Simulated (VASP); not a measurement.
# Os (P6_3/mmc) in VASP: a series of runs

Os is run at these levels: PBEsol; tasks: single point, relaxation of cell and atoms.

All numbers are computed with VASP 6.6.1; they aren't measurements. Logs are shortened: lines on timing, memory, paths and dates and some standing lists are left out, and cuts for length are marked.

**1. The cell of the first run**

Symmetry: P6_3/mmc, No. 194, hexagonal system. The conventional cell has a = 2.720 Å, b = 2.720 Å, c = 4.295 Å, α = 90.00°, β = 90.00°, γ = 120.00°. Within 3.5 Å of Os (site symmetry -6m2) lie 12 Os at 2.66 to 2.72 Å.

**2. Single point, PBEsol**

INCAR reads:

```
PREC = Accurate ; ENCUT = 520
EDIFF = 1E-7 ; ISMEAR = -1
SIGMA = 0.05 ; LREAL = False
LASPH = True ; NELM = 80
ALGO = Normal ; ISIF = 2
LWAVE = False ; LCHARG = False
GGA = PS ; NBANDS = 15
```

KPOINTS reads:

```
Automatic mesh
0
Gamma
  20 20 12
```

POSCAR reads:

```
Os
1.0
    2.7204726714      0.0000000000      0.0000000000
   -1.3602363357      2.3559984437      0.0000000000
    0.0000000000      0.0000000000      4.2951652974
Os
2
Direct
    0.3333333333      0.6666666667      0.2500000000
    0.6666666667      0.3333333333      0.7500000000
```

Potentials or basis: VASP PAW PBE potentials, release 64 (Os).

Launch:

```
cat potpaw_PBE.64/Os/POTCAR > POTCAR
mpirun -np 1 vasp_std > vasp.out
```

OUTCAR:

```text
PREC = Accurate
   ENCUT = 520
   EDIFF = 1E-7
   ISMEAR = -1
   LREAL = False
   LASPH = True
   NELM = 80
   ISIF = 2
   GGA = PS

 ion  position               nearest neighbor table
   1  0.333  0.667  0.250-   2 2.66   2 2.66   2 2.66   2 2.66   2 2.66   2 2.66
   2  0.667  0.333  0.750-   1 2.66   1 2.66   1 2.66   1 2.66   1 2.66   1 2.66

  LATTYP: Found a hexagonal cell.
 ALAT       =     2.7204726714
 C/A-ratio  =     1.5788305255

  Lattice vectors:

 A1 = (   2.7204726714,   0.0000000000,   0.0000000000)
 A2 = (  -1.3602363357,   2.3559984437,   0.0000000000)
 A3 = (   0.0000000000,   0.0000000000,   4.2951652974)

Analysis of symmetry for initial positions (statically):
=====================================================================
 Subroutine PRICEL returns:
 Original cell was already a primitive cell.

 Routine SETGRP: Setting up the symmetry group for a
 hexagonal supercell.

 Subroutine GETGRP returns: Found 24 space group operations
 (whereof 12 operations were pure point group operations)
 out of a pool of 24 trial point group operations.

The static configuration has the point symmetry D_3d.
 The point group associated with its full space group is D_6h.

Analysis of symmetry for dynamics (positions and initial velocities):
=====================================================================
 Subroutine PRICEL returns:
 Original cell was already a primitive cell.

 Routine SETGRP: Setting up the symmetry group for a
 hexagonal supercell.

 Subroutine GETGRP returns: Found 24 space group operations
 (whereof 12 operations were pure point group operations)
 out of a pool of 24 trial point group operations.

The dynamic configuration has the point symmetry D_3d.
 The point group associated with its full space group is D_6h.

 Subroutine INISYM returns: Found 24 space group operations
 (whereof 12 operations are pure point group operations),
 and found     1 'primitive' translations

----------------------------------------------------------------------------------------

                                     Primitive cell

  volume of cell :      27.5296

  direct lattice vectors                    reciprocal lattice vectors
     2.720472671  0.000000000  0.000000000     0.367583182  0.212224249  0.000000000
    -1.360236336  2.355998444  0.000000000     0.000000000  0.424448498  0.000000000
     0.000000000  0.000000000  4.295165297     0.000000000  0.000000000  0.232819910

  length of vectors
     2.720472671  2.720472671  4.295165297     0.424448498  0.424448498  0.232819910

  position of ions in fractional coordinates (direct lattice)
     0.333333333  0.666666667  0.250000000
     0.666666667  0.333333333  0.750000000

  ion indices of the primitive-cell ions
   primitive index   ion index
                 1           1
                 2           2

----------------------------------------------------------------------------------------

 KPOINTS: Automatic mesh

Automatic generation of k-mesh.
 Grid dimensions read from file:
 generate k-points for:   20   20   12

 Generating k-lattice:

  Cartesian coordinates                     Fractional coordinates (reciprocal lattice)
     0.018379159  0.010611212  0.000000000     0.050000000 -0.000000000  0.000000000
     0.000000000  0.021222425  0.000000000     0.000000000  0.050000000  0.000000000
     0.000000000  0.000000000  0.019401659     0.000000000  0.000000000  0.083333333

  Length of vectors
     0.021222425  0.021222425  0.019401659

  Shift w.r.t. Gamma in fractional coordinates (k-lattice)
     0.000000000  0.000000000  0.000000000

 Subroutine IBZKPT returns following result:
 ===========================================

 Found    308 irreducible k-points:

 Following reciprocal coordinates:
            Coordinates               Weight
  0.000000  0.000000  0.000000      1.000000
  0.050000 -0.000000  0.000000      6.000000
  0.100000  0.000000  0.000000      6.000000
  0.150000  0.000000  0.000000      6.000000
  0.200000  0.000000  0.000000      6.000000
  0.250000  0.000000  0.000000      6.000000
[... 16 lines left out ...]
  0.200000  0.100000  0.000000     12.000000
  0.250000  0.100000  0.000000     12.000000
 [... further k-points ...]
   k-points           NKPTS =    308   k-points in BZ     NKDIM =    308   number of bands    NBANDS=     15
   number of dos      NEDOS =    301   number of ions     NIONS =      2
   total plane-waves  NPLWV =  12800
   dimension x,y,z NGX =    20 NGY =   20 NGZ =   32
   dimension x,y,z NGXF=    40 NGYF=   40 NGZF=   64
   ions per type =               2
   NGX,Y,Z   is equivalent  to a cutoff of  12.22, 12.22, 12.39 a.u.
   NGXF,Y,Z  is equivalent  to a cutoff of  24.44, 24.44, 24.77 a.u.
 SYSTEM =  unknown system
   PREC   = accura    normal or accurate (medium, high low for compatibility)
   ISTART =      0    job   : 0-new  1-cont  2-samecut
   ICHARG =      2    charge: 1-file 2-atom 10-const
   ISPIN  =      1    spin polarized calculation?
   LNONCOLLINEAR =      F non collinear calculations
   LSORBIT =      F    spin-orbit coupling
   LASPH  =      T    aspherical Exc in radial PAW
   ENCUT  =  520.0 eV  38.22 Ry    6.18 a.u.   5.06  5.06  7.99*2*pi/ulx,y,z
   NELM   =     80;   NELMIN=  2; NELMDL= -5     # of ELM steps
   EDIFF  = 0.1E-06   stopping-criterion for ELM
   LREAL  =      F    real-space projection
   EDIFFG = 0.1E-05   stopping-criterion for IOM
   NSW    =      0    number of steps for IOM
   IBRION =     -1    ionic relax: 0-MD 1-quasi-New 2-CG
   NFREE  =      0    steps in history (QN), initial steepest desc. (CG)
   ISIF   =      2    stress and relaxation
   ISYM   =      2    0-nonsym 1-usesym 2-fastsym
   POTIM  = 0.5000    time-step for ionic-motion
   TEBEG  =    0.0;   TEEND  =   0.0 temperature during run
   PSTRESS=    0.0 pullay stress
   NELECT =      16.0000    total number of electrons
   NUPDOWN=      -1.0000    fix difference up-down
   EMIN   =  10.00;   EMAX   =-10.00  energy-range for DOS
   EFERMI =   0.00;   METHOD = LEGACY
   ISMEAR =    -1;   SIGMA  =   0.05  broadening in eV -4-tet -1-fermi 0-gaus
   EFERMI_NEDOS =   21; number of points for ismear=-14 and -15
   IALGO  =     38    algorithm
   IMIX   =      4    mixing-type and parameters
     AMIX     =   0.40;   BMIX     =  1.00
     AMIX_MAG =   1.60;   BMIX_MAG =  1.00
  volume/ion in A,a.u.               =      13.76        92.89
  Fermi-wavevector in a.u.,A,eV,Ry     =   1.366202  2.581748 25.395400  1.866509
  Thomas-Fermi vector in A             =   2.492364
   LORBIT       =      0    0 simple, 1 ext, 2 COOP (PROOUT), +10 PAW based schemes
   GGA     = PS    functional components
   LHFCALC =     F    Hartree Fock is set to
   AEXX    =    0.0000 exact exchange contribution
   IVDW    =     0    specifies the selected vdW correction
   LEPSILON=     F    determine dielectric tensor
   LRPA    =     F    only Hartree local field effects (RPA)
 non-spin polarized calculation
  energy-cutoff  :      520.00
  volume of cell :       27.53
 maximum number of plane-waves:       764
   NGX = 11   NGY = 11   NGZ = 15

 number of electron      15.9999998 magnetization

 Free energy of the ion-electron system (eV)
  ---------------------------------------------------
  ext. energy  EPLUGINS =         0.00000000
  ---------------------------------------------------
  free energy    TOTEN  =       -24.48957515 eV

  energy without entropy =      -24.48183689  energy(sigma->0) =      -24.48570602

 E-fermi :   9.5900     XC(G=0): -14.2462

 val. band max:        9.5879544487   @ k =   0.1500   0.0000   0.3333
 cond. band min:       9.5952644745   @ k =   0.4000   0.1500   0.3333
 fundamental gap:      0.0073100258
 Fermi energy:         9.5900480934

 k-point     1 :       0.0000    0.0000    0.0000
  band No.  band energies     occupation
      1      -1.5889      2.00000
      2       1.5704      2.00000
      3       6.4055      2.00000
      4       6.4055      2.00000
      5       6.6798      2.00000
      6       7.2760      2.00000
      7       7.2760      2.00000
      8       7.9461      2.00000
      9       7.9461      2.00000
     10       9.5615      1.27817
     11      11.2886      0.00000
     12      11.2886      0.00000
     13      18.7985      0.00000
     14      23.5785      0.00000
     15      26.3516      0.00000

 k-point     2 :       0.0500   -0.0000    0.0000
  band No.  band energies     occupation
      1      -1.4851      2.00000
      2       1.6634      2.00000
      3       6.1530      2.00000
      4       6.4972      2.00000
      5       6.9031      2.00000
      6       7.2114      2.00000
      7       7.3617      2.00000
      8       7.8230      2.00000
      9       7.8699      2.00000
     10       9.0348      1.99997
     11      11.3426      0.00000
     12      11.9643      0.00000
     13      18.7930      0.00000
     14      23.7975      0.00000
     15      26.4890      0.00000

 k-point     3 :       0.1000    0.0000    0.0000
  band No.  band energies     occupation
      1      -1.1809      2.00000
      2       1.9276      2.00000
      3       5.7675      2.00000
      4       6.7695      2.00000
      5       7.0056      2.00000
      6       7.2620      2.00000
      7       7.3340      2.00000
      8       7.6157      2.00000
      9       7.6638      2.00000
     10       8.3966      2.00000
     11      11.4838      0.00000
     12      13.1745      0.00000
     13      18.7613      0.00000
     14      24.4093      0.00000
     15      26.8625      0.00000
[... 343 lines left out ...]
 k-point    23 :       0.2000    0.1000    0.0000
  band No.  band energies     occupation
      1       0.8818      2.00000
      2       3.1774      2.00000
      3       4.6763      2.00000
      4       4.7258      2.00000
      5       6.3743      2.00000
      6       6.4498      2.00000
      7       7.7078      2.00000
      8       8.4841      2.00000
      9       8.9685      1.99999
     10       9.8457      0.01196
     11      11.9319      0.00000
     12      17.7275      0.00000
     13      18.3132      0.00000
     14      23.7374      0.00000
     15      25.0663      0.00000

 k-point    24 :       0.2500    0.1000    0.0000
  band No.  band energies     occupation
      1       1.5570      2.00000
      2       3.1082      2.00000
      3       4.1030      2.00000
      4       4.8588      2.00000
      5       6.1594      2.00000
      6       6.5937      2.00000
      7       7.4563      2.00000
      8       9.0765      1.99993
      9       9.7987      0.03036
     10      10.7245      0.00000
     11      12.0290      0.00000
     12      18.2056      0.00000
     13      19.0088      0.00000
     14      21.8389      0.00000
     15      23.7512      0.00000

 [... further k-points ...]

------------------------ aborting loop because EDIFF is reached ----------------------------------------

  FORCE on cell =-STRESS in cart. coord.  units (eV):
  Direction    XX          YY          ZZ          XY          YZ          ZX
  --------------------------------------------------------------------------------------
  -------------------------------------------------------------------------------------
  Total        0.7954434      0.7954434      0.7846101     -0.0000000     -0.0000000      0.0000000
  in kB       46.2935645     46.2935645     45.6630829     -0.0000000     -0.0000000      0.0000000
  external PRESSURE =      46.0834040 kB  Pullay stress =       0.0000000 kB

 VOLUME and BASIS-vectors are now :
 -----------------------------------------------------------------------------
  energy-cutoff  :      520.00
  volume of cell :       27.53
      direct lattice vectors                 reciprocal lattice vectors
     2.720472671  0.000000000  0.000000000     0.367583182  0.212224249  0.000000000
    -1.360236336  2.355998444  0.000000000     0.000000000  0.424448498  0.000000000
     0.000000000  0.000000000  4.295165297     0.000000000  0.000000000  0.232819910

 POSITION                                       TOTAL-FORCE (eV/Angst)
 -----------------------------------------------------------------------------------
     -0.00000      1.57067      1.07379        -0.000000     -0.000000      0.000000
      1.36024      0.78533      3.22137         0.000000      0.000000      0.000000
 -----------------------------------------------------------------------------------
    total drift:                               -0.000000      0.000000     -0.000000

  FREE ENERGIE OF THE ION-ELECTRON SYSTEM (eV)
  ---------------------------------------------------
  free  energy   TOTEN  =       -24.4895751543 eV

  energy  without entropy=      -24.4818368909  energy(sigma->0) =      -24.48570602
```

Wall time 2.6 min (1 thread of Intel Xeon Platinum 8375C at 2.90GHz (Ice Lake), shared host); peak memory 0.23 GiB.

What came out:

* Free energy: -24.4896 eV
* Pressure: 4.6 GPa
* Band gap on the k mesh: zero (bands 8 and 9 overlap by 4.07 eV)

Levels at points of the mesh, in eV from the Fermi level:
| k point | band 6 | band 7 | band 8 | band 9 | band 10 | band 11 |
| --- | --- | --- | --- | --- | --- | --- |
| (0.00, 0.00, 0.00) | -2.31 | -2.31 | -1.64 | -1.64 | -0.03 | 1.70 |
| (0.50, 0.00, 0.00) | -2.67 | -1.97 | 2.06 | 2.64 | 2.78 | 4.49 |
| (0.00, 0.00, 0.50) | -3.38 | -3.38 | -3.38 | 0.89 | 0.89 | 0.89 |
| (0.50, 0.00, 0.50) | -1.28 | -0.22 | -0.22 | 2.41 | 2.41 | 3.34 |

Caveat: the cell stands under pressure; the PAW data sets were made with another functional, which shifts forces and pressure a little; spin-orbit coupling is left out, which moves the levels of the heavy elements.

**3. Single point, PBEsol**

This run uses another cell than the first one, of 13.89 Å³/atom.

INCAR reads:

```
SYSTEM = Os
ALGO = Normal ; EDIFF = 1E-6
ENCUT = 520 ; GGA = PS
ISIF = 2 ; ISMEAR = -1
LASPH = .True. ; LCHARG = .False.
LREAL = .False. ; LWAVE = .False.
NBANDS = 15 ; NELM = 60
PREC = Accurate ; SIGMA = 0.05
```

KPOINTS reads:

```
k-points
0
Gamma
  20 20 12
  0 0 0
```

POSCAR reads:

```
Os
1.0
    2.7290853742      0.0000000000      0.0000000000
   -1.3645426871      2.3634572631      0.0000000000
    0.0000000000      0.0000000000      4.3069776558
Os
2
Direct
    0.3333333333      0.6666666667      0.2500000000
    0.6666666667      0.3333333333      0.7500000000
```

Potentials or basis: VASP PAW PBE potentials, release 64 (Os).

Launch:

```
cat potpaw_PBE.64/Os/POTCAR > POTCAR
mpirun -np 1 vasp_std > vasp.out
```

Wall time 2.1 min (1 thread of Intel Xeon Platinum 8375C at 2.90GHz (Ice Lake), shared host); peak memory 0.23 GiB.

It converged, with:

```
Free energy            : -24.4937 eV
Pressure               : 0.5 GPa
Band gap on the k mesh : zero (bands 8 and 9 overlap by 4.01 eV)
```

Levels at points of the mesh, in eV from the Fermi level:
| k point | band 5 | band 6 | band 7 | band 8 | band 9 | band 10 | band 11 | band 12 |
| --- | --- | --- | --- | --- | --- | --- | --- | --- |
| (0.00, 0.00, 0.00) | -2.87 | -2.28 | -2.28 | -1.63 | -1.63 | -0.02 | 1.68 | 1.68 |
| (0.50, 0.00, 0.00) | -3.00 | -2.63 | -1.94 | 2.02 | 2.60 | 2.74 | 4.42 | 5.71 |
| (0.00, 0.00, 0.50) | -3.34 | -3.34 | -3.34 | -3.34 | 0.87 | 0.87 | 0.87 | 0.87 |
| (0.50, 0.00, 0.50) | -1.27 | -1.27 | -0.22 | -0.22 | 2.37 | 2.37 | 3.30 | 3.30 |

Caveat: the PAW data sets were made with another functional, which shifts forces and pressure a little; spin-orbit coupling is left out, which moves the levels of the heavy elements.

**4. Single point, PBEsol**

This run uses another cell than the first one, of 13.86 Å³/atom.

INCAR is that of step 3.

KPOINTS is that of step 3.

POSCAR reads:

```
Os
1.0
    2.7269227610      0.0000000000      0.0000000000
   -1.3634613805      2.3615843851      0.0000000000
    0.0000000000      0.0000000000      4.3040278846
Os
2
Direct
    0.3333333333      0.6666666667      0.2500000000
    0.6666666667      0.3333333333      0.7500000000
```

Launch:

```
cat potpaw_PBE.64/Os/POTCAR > POTCAR
mpirun -np 1 vasp_std > vasp.out
```

Wall time 2.1 min (1 thread of Intel Xeon Platinum 8375C at 2.90GHz (Ice Lake), shared host); peak memory 0.23 GiB.

Results (log left out):

```yaml
Free_energy: -24.4933 eV
Pressure: 1.5 GPa
Band_gap_on_the_k_mesh: zero (bands 8 and 9 overlap by 4.02 eV)
```

Levels at points of the mesh, in eV from the Fermi level:
| k point | band 6 | band 7 | band 8 | band 9 | band 10 | band 11 |
| --- | --- | --- | --- | --- | --- | --- |
| (0.00, 0.00, 0.00) | -2.29 | -2.29 | -1.63 | -1.63 | -0.03 | 1.68 |
| (0.50, 0.00, 0.00) | -2.64 | -1.95 | 2.03 | 2.61 | 2.75 | 4.44 |
| (0.00, 0.00, 0.50) | -3.35 | -3.35 | -3.35 | 0.88 | 0.88 | 0.88 |
| (0.50, 0.00, 0.50) | -1.27 | -0.22 | -0.22 | 2.38 | 2.38 | 3.31 |

Caveat: the PAW data sets were made with another functional, which shifts forces and pressure a little; spin-orbit coupling is left out, which moves the levels of the heavy elements.

(Continued in part 2 of 2.)
